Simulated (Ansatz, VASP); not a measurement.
## One calculation of Be, two programs

File INCAR:

```
PREC = Accurate
ENCUT = 600
EDIFF = 1E-7
ISMEAR = 0
SIGMA = 0.1
LREAL = False
LASPH = True
NELM = 100
ALGO = Normal
ISIF = 3
LWAVE = False
LCHARG = False
GGA = PS
IBRION = 2
NSW = 100
EDIFFG = -0.01
```

The input KPOINTS:

```
Automatic mesh
0
Gamma
  26 26 26
```

Contents of POSCAR:

```
Be
1.0
    2.1564774010      0.0000000000      0.0000000000
    0.0000000000      2.1564774010      0.0000000000
    0.0000000000      0.0000000000      2.1564774010
Be
1
Direct
    0.0000000000      0.0000000000      0.0000000000
```

Input for Ansatz:

```yaml
crystal:
  lattice:
    - [2.156477401, 0.0, 0.0]
    - [0.0, 2.156477401, 0.0]
    - [0.0, 0.0, 2.156477401]
  atoms:
    - { symbol: Be, position: [0.0, 0.0, 0.0] }
basis:
  ecutwfc: 420
kpoints:
  mp_grid: { grid: [26, 26, 26] }
hamiltonian:
  xc: pbesol
scf:
  occupations: { method: gaussian, width: 0.1 }
output:
  forces: true
  stress: true
  eigenvalues: true
relax:
  adjacent_minimum: "off"
  f_tol: 0.01
  max_steps: 80
  cell: { stress_tol: 0.05 }
```

Alike in both runs: task relaxation of cell and atoms; functional PBEsol; k mesh 26 × 26 × 26; occupations gaussian, width 0.1 eV; no spin polarisation.

```csv
,VASP,Ansatz
version,VASP 6.6.1,Ansatz 0.2.0
potentials or method,"VASP PAW PBE potentials, release 64 (Be), cutoff 600 eV","scalar-relativistic, plane waves, PAW"
valence electrons in the cell,2,2
```

|  | VASP | Ansatz | Ansatz less VASP |
| --- | --- | --- | --- |
| gap on the k mesh at the Fermi level, each at its own relaxed structure (eV) | none | none | - |
| relaxed volume (Å³/atom) | 10.21 | 10.17 | -0.032 |
| relaxed length of the cell vector where the two differ most in proportion (Å) | 2.169 | 2.167 | -0.0022 |

VASP's potentials were made for PBE, not for PBEsol. A gap of «none» marks a metal or a gap that the smearing closes.
